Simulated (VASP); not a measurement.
Set up this calculation in VASP 6.6.1, as the native input.

| Property | Result |
| --- | --- |
| Task | single point |
| Functional | PBEsol |
| Potentials or basis | VASP PAW PBE potentials, release 64 (In_d, Sb) |
| Cutoff | 520 eV |
| k mesh | 16 × 16 × 16 |
| Occupations | gaussian, width 0.15 eV |
| Spin | no spin polarisation |
| Dipole correction | no |
| Further INCAR settings | ALGO = Normal; EDIFF = 1e-06; NBANDS = 16 |

The structure of InSb lies in POSCAR:

```
InSb
1.0
    0.0000000000      2.9991347352      3.2599290600
    2.9991347352      0.0000000000      3.2599290600
    2.9991347352      2.9991347352      0.0000000000
In Sb
1 1
Direct
    0.0000000000      0.0000000000      0.0000000000
    0.7500000000      0.7500000000      0.7500000000
```

This cell differs from its parent crystal: strain -0.080 along x and y, +0.000 along z.

These files were run (other wordings do the same):

INCAR

```
SYSTEM = InSb
PREC = Accurate
ENCUT = 520
EDIFF = 1E-6
ISMEAR = 0
SIGMA = 0.15
LREAL = .False.
LASPH = .True.
NELM = 60
ALGO = Normal
ISIF = 2
LWAVE = .False.
LCHARG = .True.
GGA = PS
LELF = .True.
LVHAR = .True.
NBANDS = 16
```

KPOINTS

```
regular mesh
0
Gamma
  16 16 16
  0 0 0
```

Potentials or basis: VASP PAW PBE potentials, release 64 (In_d, Sb).

The run is started by

```console
$ cat potpaw_PBE.64/In_d/POTCAR potpaw_PBE.64/Sb/POTCAR > POTCAR
$ mpirun -np 1 vasp_std > vasp.out
```

It gave:

The pressure is 10.5 GPa. The band gap on the k mesh is 0.39 eV.

Caveat: the cell differs from its parent crystal (strain -0.080 along x and y, +0.000 along z); the cell stands under pressure; semilocal functionals underestimate gaps, and a narrow one can read as zero; the PAW data sets were made with another functional, which shifts forces and pressure a little; spin-orbit coupling is left out, which moves the levels of the heavy elements.

Run time: 2.2 min on 1 thread of Intel(R) Xeon(R) 6975P-C (Granite Rapids), on a shared host, peak memory 0.46 GiB.
